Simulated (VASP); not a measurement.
Here is a VASP 6.6.1 calculation.

Contents of INCAR:

```
PREC     = Accurate       # precision mode
ENCUT    = 520            # plane-wave cutoff, eV
EDIFF    = 1E-7           # SCF threshold, eV
ISMEAR   = 0              # smearing method
SIGMA    = 0.1            # smearing width, eV
LREAL    = F              # projectors in reciprocal space
LASPH    = T              # aspherical terms in the spheres
NELM     = 100            # most SCF steps
ALGO     = Fast           # electronic algorithm
ISIF     = 2              # what is computed and relaxed
LWAVE    = F              # write WAVECAR
LCHARG   = F              # write CHGCAR
GGA      = PS             # functional
NBANDS   = 26             # bands
```

File KPOINTS:

```
Automatic mesh
0
Gamma
  8 8 8
```

File POSCAR:

```
ScAl2
1.0
    0.0000000000      3.9892065657      3.9892065657
    3.9892065657      0.0000000000      3.9892065657
    3.7747475886      3.7747475886      0.2144589770
Sc Al
2 4
Direct
    0.4990588563      0.4990588563      0.5028234311
    0.7509411437      0.7509411437      0.7471765689
    0.1250000000      0.1250000000      0.1250000000
    0.6250000000      0.1250000000      0.1250000000
    0.1250000000      0.6250000000      0.1250000000
    0.1250000000      0.1250000000      0.6250000000
```

Potentials or basis: VASP PAW PBE potentials, release 64 (Sc_sv, Al).

Launch:

```bash
$ cat potpaw_PBE.64/Sc_sv/POTCAR potpaw_PBE.64/Al/POTCAR > POTCAR
$ mpirun -np 1 vasp_std > vasp.out
```

(1) Estimate the band gap on the k mesh.

(2) What does it give for the pressure?

Results:

(1) zero (band 17 reaches 6.33 eV, above the bottom of band 18 at 4.25 eV).

(2) -6.2 GPa.

Caveat: the cell differs from its parent crystal (biaxial strain in the a-b plane: +6.0 %, then relaxed in part); the PAW data sets were made with another functional, which shifts forces and pressure a little.
